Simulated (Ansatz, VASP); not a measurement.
**One calculation of MgI2, two programs**

File INCAR:

```
ALGO     = Normal         # electronic algorithm
EDIFF    = 1E-7           # SCF threshold, eV
ENCUT    = 520            # plane-wave cutoff, eV
GGA      = PE             # functional
ISIF     = 2              # what is computed and relaxed
ISMEAR   = 0              # smearing method
IVDW     = 12             # dispersion correction
LASPH    = True           # aspherical terms in the spheres
LCHARG   = True           # write CHGCAR
LELF     = True           # ELF
LREAL    = False          # projectors in reciprocal space
LVHAR    = True         
LWAVE    = False          # write WAVECAR
NBANDS   = 15             # bands
NELM     = 60             # most SCF steps
PREC     = Accurate       # precision mode
SIGMA    = 0.05           # smearing width, eV
```

The input KPOINTS:

```
k-points
0
Gamma
  6 6 4
```

POSCAR

```
MgI2
1.0
    4.1537001214      0.0000000000      0.0000000000
   -2.0768500607      3.5972098248      0.0000000000
    0.0000000000      0.0000000000      6.8620000000
Mg I
1 2
Direct
    0.0000000000      0.0000000000      0.0000000000
    0.3333333333      0.6666666667      0.7576300000
    0.6666666667      0.3333333333      0.2423700000
```

Input for Ansatz:

```yaml
crystal:
  lattice:
    - [4.1537001214, 0.0, 0.0]
    - [-2.0768500607, 3.5972098248, 0.0]
    - [0.0, 0.0, 6.862]
  atoms:
    - { symbol: Mg, position: [0.0, 0.0, 0.0] }
    - { symbol: I, position: [0.3333333333, 0.6666666667, 0.75763] }
    - { symbol: I, position: [0.6666666667, 0.3333333333, 0.24237] }
basis:
  ecutwfc: 420
kpoints:
  mp_grid: { grid: [6, 6, 4] }
hamiltonian:
  xc: pbe
  dispersion: d3bj
scf:
  occupations: { method: gaussian, width: 0.05 }
output:
  forces: true
  stress: true
  eigenvalues: true
```

Alike in both runs: task single point; functional PBE; dispersion D3(BJ); k mesh 6 × 6 × 4; occupations gaussian, width 0.05 eV; no spin polarisation.

|  | VASP | Ansatz |
| --- | --- | --- |
| version | VASP 6.6.1 | Ansatz 0.2.0 |
| potentials or method | VASP PAW PBE potentials, release 64 (Mg, I), cutoff 520 eV | scalar-relativistic, plane waves, PAW |
| valence electrons in the cell | 16 | 44 |

```csv
,VASP,Ansatz,Ansatz less VASP
gap on the k mesh at the Fermi level (eV),3.51,3.53,+0.019
least direct gap on the mesh (eV),3.69,3.70,+0.017
pressure (GPa),-0.3,-0.3,+0.05
"traceless stress, the component that is largest in VASP (GPa)",0.24,0.23,-0.007
rms of the force components (eV/Å),0.013,0.018,+0.0047
```

Atom by atom the forces differ by 0.005 eV/Å (rms over components). VASP's potentials hold 16 valence electrons a cell and Ansatz's 44, so a difference there can come from the potentials and not from the codes.

Spin-orbit coupling is off throughout.
